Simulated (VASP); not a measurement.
Input of a VASP 6.6.1 run:

File POSCAR:

```
Ti
1.0
    0.0000000000      2.0489805000      2.0489805000
    2.0300000000      0.0189805000      2.0300000000
    2.0300000000      2.0300000000      0.0189805000
Ti
1
Direct
    0.0000000000      0.0000000000      0.0000000000
```

File INCAR.step1:

```
SYSTEM = Ti
  PREC = Accurate
  ENCUT = 520
  ISMEAR = 0
  SIGMA = 0.15
  LREAL = .False.
  LASPH = .True.
  NELM = 80
  NBANDS = 12
  GGA = PE
  ALGO = Normal
  EDIFF = 1E-4
  LWAVE = .True.
  LCHARG = .False.
```

INCAR.step2

```
SYSTEM = Ti
  PREC = Accurate
  ENCUT = 520
  EDIFF = 1E-6
  ISMEAR = 0
  SIGMA = 0.15
  LREAL = .False.
  LASPH = .True.
  NELM = 80
  ALGO = Normal
  ISIF = 2
  LWAVE = .False.
  LCHARG = .False.
  METAGGA = R2SCAN
  LMIXTAU = .True.
  NBANDS = 12
  ISTART = 1
```

Contents of KPOINTS:

```
regular mesh
0
Gamma
  20 20 20
  0 0 0
```

Potentials or basis: VASP PAW PBE potentials, release 64 (Ti_sv).

Launch:

```console
$ cat potpaw_PBE.64/Ti_sv/POTCAR > POTCAR
$ cp INCAR.step1 INCAR
$ mpirun -np 1 vasp_std > vasp.out
$ cp INCAR.step2 INCAR
$ mpirun -np 1 vasp_std > vasp.out
```

Q: Estimate the band gap on the k mesh.

A: Zero (band 6 reaches 9.60 eV, above the bottom of band 7 at 8.21 eV).

Q: What does it give for the pressure?

A: 4.9 GPa.

Stress tensor (GPa, compression positive):
```
 4.86  0.00  0.00
 0.00  4.87 -1.30
 0.00 -1.30  4.87
```

Caveat: the cell differs from its parent crystal (strain +0.0187 x Voigt [0, 0, 0, 1, 0, 0]); the PAW data sets were made with another functional, which shifts forces and pressure a little.
